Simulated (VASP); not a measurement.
Co, 2 atoms in the cell. Symmetry: P6_3/mmc, No. 194, hexagonal system. Conventional cell: a = 2.459 Å, b = 2.459 Å, c = 3.976 Å, α = 90.00°, β = 90.00°, γ = 120.00°. Co (site symmetry -6m2) has 12 Co at 2.44 to 2.46 Å within 3.2 Å. 

```yaml
Program: VASP 6.6.1
Task: single point
Functional: PBE
Potentials_or_basis: VASP PAW PBE potentials, release 64 (Co)
Cutoff: 520 eV
k_mesh: 18 × 18 × 10
Occupations: gaussian, width 0.1 eV
Spin: collinear spin, ferromagnetic start
Starting_moments: "[1.83, 1.83] μB"
Dipole_correction: no
Further_INCAR_settings: ALGO = Normal; EDIFF = 1e-06; NBANDS = 20
```

Potentials or basis: VASP PAW PBE potentials, release 64 (Co).

The run is started by

```console
$ cat potpaw_PBE.64/Co/POTCAR > POTCAR
$ mpirun -np 1 vasp_std > vasp.out
```

Hardware: 1 thread of Intel(R) Xeon(R) 6975P-C (Granite Rapids), on a shared host.

How long does it take, and how much memory?

Run time: 2.4 min on 1 thread of Intel(R) Xeon(R) 6975P-C (Granite Rapids) (shared host), peak memory 0.23 GiB. Counts: scf iterations 13, k points 222.
